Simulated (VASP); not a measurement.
# Sc2AlN3 (P6_3mc) in VASP: single point with PBE

Aim: the single point of Sc2AlN3 with PBE.

All numbers are computed with VASP 6.6.1; they aren't measurements. Logs are shortened: lines on timing, memory, paths and dates and some standing lists are left out, and cuts for length are marked.

## Step 1: The cell of the first run

The structure is hexagonal, space group P6_3mc (No. 186). The conventional cell has a = 3.439 Å, b = 3.439 Å, c = 15.336 Å, α = 90.00°, β = 90.00°, γ = 120.00°. Within 2.7 Å of Sc (site symmetry 3m) lie 4 N at 2.07 to 2.16 Å. Sc (site symmetry 3m) has 4 N at 2.05 to 2.14 Å within 2.7 Å. Al (site symmetry 3m) has 4 N at 1.89 to 2.03 Å within 2.5 Å. N (site symmetry 3m) has 1 Al at 1.89 Å and 3 Sc at 2.05 Å within 2.5 Å. Within 2.7 Å of N (site symmetry 3m) lie 3 Al at 2.03 Å and 1 Sc at 2.16 Å. Within 2.7 Å of N (site symmetry 3m) lie 4 Sc at 2.07 to 2.14 Å.

## Step 2: Single point, PBE

INCAR

```
ALGO = Normal
EDIFF = 1E-6
ENCUT = 520
GGA = PE
ISIF = 2
ISMEAR = 0
LASPH = True
LCHARG = False
LREAL = False
LWAVE = False
NBANDS = 52
NELM = 60
PREC = Accurate
SIGMA = 0.02
```

KPOINTS

```
k-points
0
Gamma
  12 12 2
```

POSCAR

```
Sc2AlN3
1.0
    3.4392501224      0.0000000000      0.0000000000
   -1.7196250612      2.9784779759      0.0000000000
    0.0000000000      0.0000000000     15.3362120967
Sc Al N
4 2 6
Direct
    0.3333333333      0.6666666667      0.3331881488
    0.3333333333      0.6666666667      0.6565739048
    0.6666666667      0.3333333333      0.1565739048
    0.6666666667      0.3333333333      0.8331881488
    0.3333333333      0.6666666667      0.0011471700
    0.6666666667      0.3333333333      0.5011471700
    0.3333333333      0.6666666667      0.1242650626
    0.3333333333      0.6666666667      0.4737368374
    0.3333333333      0.6666666667      0.7960888663
    0.6666666667      0.3333333333      0.2960888663
    0.6666666667      0.3333333333      0.6242650626
    0.6666666667      0.3333333333      0.9737368374
```

Potentials or basis: VASP PAW PBE potentials, release 64 (Sc_sv, Al, N).

Command:

```sh
> cat potpaw_PBE.64/Sc_sv/POTCAR potpaw_PBE.64/Al/POTCAR potpaw_PBE.64/N/POTCAR > POTCAR
> mpirun -np 1 vasp_std > vasp.out
```

OUTCAR:

```text
EDIFF = 1E-6
   ENCUT = 520
   GGA = PE
   ISIF = 2
   ISMEAR = 0
   LASPH = True
   LREAL = False
   NELM = 60
   PREC = Accurate

 ion  position               nearest neighbor table
   1  0.333  0.667  0.333-  10 2.07  10 2.07  10 2.07   8 2.16   6 3.25   6 3.25   6 3.25   3 3.36
                             3 3.36   3 3.36
   2  0.333  0.667  0.657-  11 2.05  11 2.05  11 2.05   9 2.14   6 3.10   6 3.10   6 3.10   4 3.36
                             4 3.36   4 3.36
   3  0.667  0.333  0.157-   7 2.05   7 2.05   7 2.05  10 2.14   5 3.10   5 3.10   5 3.10   1 3.36
                             1 3.36   1 3.36
   4  0.667  0.333  0.833-   9 2.07   9 2.07   9 2.07  12 2.16   5 3.25   5 3.25   5 3.25   2 3.36
                             2 3.36   2 3.36
   5  0.333  0.667  0.001-   7 1.89  12 2.03  12 2.03  12 2.03   3 3.10   3 3.10   3 3.10   4 3.25
                             4 3.25   4 3.25
   6  0.667  0.333  0.501-  11 1.89   8 2.03   8 2.03   8 2.03   2 3.10   2 3.10   2 3.10   1 3.25
                             1 3.25   1 3.25
   7  0.333  0.667  0.124-   5 1.89   3 2.05   3 2.05   3 2.05
   8  0.333  0.667  0.474-   6 2.03   6 2.03   6 2.03   1 2.16
   9  0.333  0.667  0.796-   4 2.07   4 2.07   4 2.07   2 2.14
  10  0.667  0.333  0.296-   1 2.07   1 2.07   1 2.07   3 2.14
  11  0.667  0.333  0.624-   6 1.89   2 2.05   2 2.05   2 2.05
  12  0.667  0.333  0.974-   5 2.03   5 2.03   5 2.03   4 2.16

  LATTYP: Found a hexagonal cell.
 ALAT       =     3.4392501224
 C/A-ratio  =     4.4591732357

  Lattice vectors:

 A1 = (   3.4392501224,   0.0000000000,   0.0000000000)
 A2 = (  -1.7196250612,   2.9784779759,   0.0000000000)
 A3 = (   0.0000000000,   0.0000000000,  15.3362120967)

Analysis of symmetry for initial positions (statically):
=====================================================================
 Subroutine PRICEL returns:
 Original cell was already a primitive cell.

 Routine SETGRP: Setting up the symmetry group for a
 hexagonal supercell.

 Subroutine GETGRP returns: Found 12 space group operations
 (whereof  6 operations were pure point group operations)
 out of a pool of 24 trial point group operations.

The static configuration has the point symmetry C_3v.
 The point group associated with its full space group is C_6v.

Analysis of symmetry for dynamics (positions and initial velocities):
=====================================================================
 Subroutine PRICEL returns:
 Original cell was already a primitive cell.

 Routine SETGRP: Setting up the symmetry group for a
 hexagonal supercell.

 Subroutine GETGRP returns: Found 12 space group operations
 (whereof  6 operations were pure point group operations)
 out of a pool of 24 trial point group operations.

The dynamic configuration has the point symmetry C_3v.
 The point group associated with its full space group is C_6v.

 Subroutine INISYM returns: Found 12 space group operations
 (whereof  6 operations are pure point group operations),
 and found     1 'primitive' translations

----------------------------------------------------------------------------------------

                                     Primitive cell

  volume of cell :     157.1000

  direct lattice vectors                    reciprocal lattice vectors
     3.439250122  0.000000000  0.000000000     0.290761057  0.167870974  0.000000000
    -1.719625061  2.978477976  0.000000000     0.000000000  0.335741949  0.000000000
     0.000000000  0.000000000 15.336212097     0.000000000  0.000000000  0.065205149

  length of vectors
     3.439250122  3.439250122 15.336212097     0.335741949  0.335741949  0.065205149

  position of ions in fractional coordinates (direct lattice)
     0.333333333  0.666666667  0.333188149
     0.333333333  0.666666667  0.656573905
     0.666666667  0.333333333  0.156573905
     0.666666667  0.333333333  0.833188149
     0.333333333  0.666666667  0.001147170
     0.666666667  0.333333333  0.501147170
     0.333333333  0.666666667  0.124265063
     0.333333333  0.666666667  0.473736837
     0.333333333  0.666666667  0.796088866
     0.666666667  0.333333333  0.296088866
     0.666666667  0.333333333  0.624265063
     0.666666667  0.333333333  0.973736837

  ion indices of the primitive-cell ions
   primitive index   ion index
                 1           1
                 2           2
                 3           3
                 4           4
                 5           5
                 6           6
                 7           7
                 8           8
                 9           9
                10          10
                11          11
                12          12

----------------------------------------------------------------------------------------

 KPOINTS: k-points

Automatic generation of k-mesh.
 Grid dimensions read from file:
 generate k-points for:   12   12    2

 Generating k-lattice:

  Cartesian coordinates                     Fractional coordinates (reciprocal lattice)
     0.024230088  0.013989248  0.000000000     0.083333333  0.000000000  0.000000000
     0.000000000  0.027978496  0.000000000     0.000000000  0.083333333  0.000000000
     0.000000000  0.000000000  0.032602575     0.000000000  0.000000000  0.500000000

  Length of vectors
     0.027978496  0.027978496  0.032602575

  Shift w.r.t. Gamma in fractional coordinates (k-lattice)
     0.000000000  0.000000000  0.000000000

 Subroutine IBZKPT returns following result:
 ===========================================

 Found     38 irreducible k-points:

 Following reciprocal coordinates:
            Coordinates               Weight
  0.000000  0.000000  0.000000      1.000000
  0.083333  0.000000  0.000000      6.000000
  0.166667 -0.000000  0.000000      6.000000
  0.250000  0.000000  0.000000      6.000000
  0.333333 -0.000000  0.000000      6.000000
  0.416667  0.000000  0.000000      6.000000
[... 16 lines left out ...]
  0.250000  0.000000  0.500000      6.000000
  0.333333 -0.000000  0.500000      6.000000
 [... further k-points ...]
   k-points           NKPTS =     38   k-points in BZ     NKDIM =     38   number of bands    NBANDS=     52
   number of dos      NEDOS =    301   number of ions     NIONS =     12
   total plane-waves  NPLWV =  94080
   dimension x,y,z NGX =    28 NGY =   28 NGZ =  120
   dimension x,y,z NGXF=    56 NGYF=   56 NGZF=  240
   ions per type =               4   2   6
   NGX,Y,Z   is equivalent  to a cutoff of  13.53, 13.53, 13.01 a.u.
   NGXF,Y,Z  is equivalent  to a cutoff of  27.07, 27.07, 26.02 a.u.
 SYSTEM =  unknown system
   PREC   = accura    normal or accurate (medium, high low for compatibility)
   ISTART =      0    job   : 0-new  1-cont  2-samecut
   ICHARG =      2    charge: 1-file 2-atom 10-const
   ISPIN  =      1    spin polarized calculation?
   LNONCOLLINEAR =      F non collinear calculations
   LSORBIT =      F    spin-orbit coupling
   LASPH  =      T    aspherical Exc in radial PAW
   ENCUT  =  520.0 eV  38.22 Ry    6.18 a.u.   6.39  6.39 28.52*2*pi/ulx,y,z
   NELM   =     60;   NELMIN=  2; NELMDL= -5     # of ELM steps
   EDIFF  = 0.1E-05   stopping-criterion for ELM
   LREAL  =      F    real-space projection
   EDIFFG = 0.1E-04   stopping-criterion for IOM
   NSW    =      0    number of steps for IOM
   IBRION =     -1    ionic relax: 0-MD 1-quasi-New 2-CG
   NFREE  =      0    steps in history (QN), initial steepest desc. (CG)
   ISIF   =      2    stress and relaxation
   ISYM   =      2    0-nonsym 1-usesym 2-fastsym
   POTIM  = 0.5000    time-step for ionic-motion
   TEBEG  =    0.0;   TEEND  =   0.0 temperature during run
   PSTRESS=    0.0 pullay stress
   NELECT =      80.0000    total number of electrons
   NUPDOWN=      -1.0000    fix difference up-down
   EMIN   =  10.00;   EMAX   =-10.00  energy-range for DOS
   EFERMI =   0.00;   METHOD = LEGACY
   ISMEAR =     0;   SIGMA  =   0.02  broadening in eV -4-tet -1-fermi 0-gaus
   EFERMI_NEDOS =   21; number of points for ismear=-14 and -15
   IALGO  =     38    algorithm
   IMIX   =      4    mixing-type and parameters
     AMIX     =   0.40;   BMIX     =  1.00
     AMIX_MAG =   1.60;   BMIX_MAG =  1.00
  volume/ion in A,a.u.               =      13.09        88.35
  Fermi-wavevector in a.u.,A,eV,Ry     =   1.307312  2.470462 23.253253  1.709066
  Thomas-Fermi vector in A             =   2.438056
   LORBIT       =      0    0 simple, 1 ext, 2 COOP (PROOUT), +10 PAW based schemes
   GGA     = PE    functional components
   LHFCALC =     F    Hartree Fock is set to
   AEXX    =    0.0000 exact exchange contribution
   IVDW    =     0    specifies the selected vdW correction
   LEPSILON=     F    determine dielectric tensor
   LRPA    =     F    only Hartree local field effects (RPA)
 non-spin polarized calculation
 Gauss-broadening in eV      SIGMA  =   0.02
  energy-cutoff  :      520.00
  volume of cell :      157.10
 maximum number of plane-waves:      4268
 NGX is ok and might be reduce to    28
   NGX = 13   NGY = 13   NGZ = 57

 number of electron      79.9999998 magnetization

 Free energy of the ion-electron system (eV)
  ---------------------------------------------------
  ext. energy  EPLUGINS =         0.00000000
  ---------------------------------------------------
  free energy    TOTEN  =      -100.57314830 eV

  energy without entropy =     -100.57314830  energy(sigma->0) =     -100.57314830

 E-fermi :   3.7215     XC(G=0): -10.5905

 val. band max:        3.5400576752   @ k =   0.2500   0.2500   0.0000
 cond. band min:       6.7300526530   @ k =   0.0000   0.0000   0.0000
 fundamental gap:      3.1899949778
 Fermi energy:         3.7214740493

 k-point     1 :       0.0000    0.0000    0.0000
  band No.  band energies     occupation
      1     -43.3728      2.00000
      2     -43.3727      2.00000
      3     -43.1803      2.00000
      4     -43.1803      2.00000
      5     -22.1883      2.00000
      6     -22.1832      2.00000
[... 44 lines left out ...]
     51       9.2212      0.00000
     52       9.5332      0.00000

 k-point     2 :       0.0833    0.0000    0.0000
  band No.  band energies     occupation
      1     -43.3708      2.00000
      2     -43.3708      2.00000
      3     -43.1784      2.00000
      4     -43.1784      2.00000
      5     -22.1847      2.00000
      6     -22.1797      2.00000
[... 44 lines left out ...]
     51       9.2271      0.00000
     52       9.5330      0.00000

 k-point     3 :       0.1667   -0.0000    0.0000
  band No.  band energies     occupation
      1     -43.3654      2.00000
      2     -43.3654      2.00000
      3     -43.1732      2.00000
      4     -43.1732      2.00000
      5     -22.1768      2.00000
      6     -22.1724      2.00000
[... 44 lines left out ...]
     51       9.4247      0.00000
     52       9.5448      0.00000
[... 1046 lines left out ...]
 k-point    23 :       0.2500    0.0000    0.5000
  band No.  band energies     occupation
      1     -43.3581      2.00000
      2     -43.3581      2.00000
      3     -43.1661      2.00000
      4     -43.1661      2.00000
      5     -22.1817      2.00000
      6     -22.1817      2.00000
[... 44 lines left out ...]
     51       9.3730      0.00000
     52       9.3730      0.00000

 k-point    24 :       0.3333   -0.0000    0.5000
  band No.  band energies     occupation
      1     -43.3508      2.00000
      2     -43.3508      2.00000
      3     -43.1589      2.00000
      4     -43.1589      2.00000
      5     -22.2342      2.00000
      6     -22.2342      2.00000
[... 44 lines left out ...]
     51       9.2856      0.00000
     52       9.2856      0.00000

 [... further k-points ...]

------------------------ aborting loop because EDIFF is reached ----------------------------------------

  FORCE on cell =-STRESS in cart. coord.  units (eV):
  Direction    XX          YY          ZZ          XY          YZ          ZX
  --------------------------------------------------------------------------------------
  -------------------------------------------------------------------------------------
  Total        0.5865570      0.5865570      0.4511857      0.0000000     -0.0000000      0.0000000
  in kB        5.9819748      5.9819748      4.6013967      0.0000000     -0.0000000      0.0000000
  external PRESSURE =       5.5217821 kB  Pullay stress =       0.0000000 kB

 VOLUME and BASIS-vectors are now :
 -----------------------------------------------------------------------------
  energy-cutoff  :      520.00
  volume of cell :      157.10
      direct lattice vectors                 reciprocal lattice vectors
     3.439250122  0.000000000  0.000000000     0.290761057  0.167870974  0.000000000
    -1.719625061  2.978477976  0.000000000     0.000000000  0.335741949  0.000000000
     0.000000000  0.000000000 15.336212097     0.000000000  0.000000000  0.065205149

 POSITION                                       TOTAL-FORCE (eV/Angst)
 -----------------------------------------------------------------------------------
     -0.00000      1.98565      5.10984         0.000000     -0.000000      0.002890
     -0.00000      1.98565     10.06936         0.000000     -0.000000      0.001041
      1.71963      0.99283      2.40125        -0.000000     -0.000000      0.001041
      1.71963      0.99283     12.77795        -0.000000      0.000000      0.002890
     -0.00000      1.98565      0.01759         0.000000      0.000000     -0.000109
      1.71963      0.99283      7.68570        -0.000000     -0.000000     -0.000109
     -0.00000      1.98565      1.90576         0.000000     -0.000000     -0.043005
     -0.00000      1.98565      7.26533         0.000000     -0.000000      0.040181
     -0.00000      1.98565     12.20899        -0.000000     -0.000000     -0.000999
      1.71963      0.99283      4.54088        -0.000000     -0.000000     -0.000999
      1.71963      0.99283      9.57386        -0.000000      0.000000     -0.043005
      1.71963      0.99283     14.93343        -0.000000      0.000000      0.040181
 -----------------------------------------------------------------------------------
    total drift:                               -0.000000      0.000001     -0.000402

  FREE ENERGIE OF THE ION-ELECTRON SYSTEM (eV)
  ---------------------------------------------------
  free  energy   TOTEN  =      -100.5731483001 eV

  energy  without entropy=     -100.5731483001  energy(sigma->0) =     -100.57314830
```

Run time: 7.6 min. Hardware: 1 thread of AMD EPYC 7R43 (Zen 3), shared host; peak memory 0.4 GiB.

What came out:

```yaml
Free_energy: -100.5731 eV
Pressure: 0.6 GPa
Largest_force: 0.043 eV/Å
Band_gap_on_the_k_mesh: 3.19 eV, indirect (least direct gap 3.35 eV)
```

Forces on the atoms (eV/Å):
```
Sc   0.000  0.000  0.003
Sc   0.000  0.000  0.001
Sc   0.000  0.000  0.001
Sc   0.000  0.000  0.003
Al   0.000  0.000  0.000
Al   0.000  0.000  0.000
N    0.000  0.000 -0.043
N    0.000  0.000  0.040
N    0.000  0.000 -0.001
N    0.000  0.000 -0.001
N    0.000  0.000 -0.043
N    0.000  0.000  0.040
```

Levels at points of the mesh, in eV from the valence-band top:
```tsv
k point	band 38	band 39	band 40	band 41	band 42	band 43
(0.00, 0.00, 0.00)	-0.75	-0.75	-0.16	3.19	3.65	4.64
(0.50, 0.00, 0.00)	-0.18	-0.11	-0.07	3.47	3.54	4.41
(0.00, 0.00, 0.50)	-0.76	-0.48	-0.48	3.44	3.44	4.74
(0.50, 0.00, 0.50)	-0.15	-0.11	-0.11	3.50	3.50	4.40
```

A k mesh can miss the band edges.
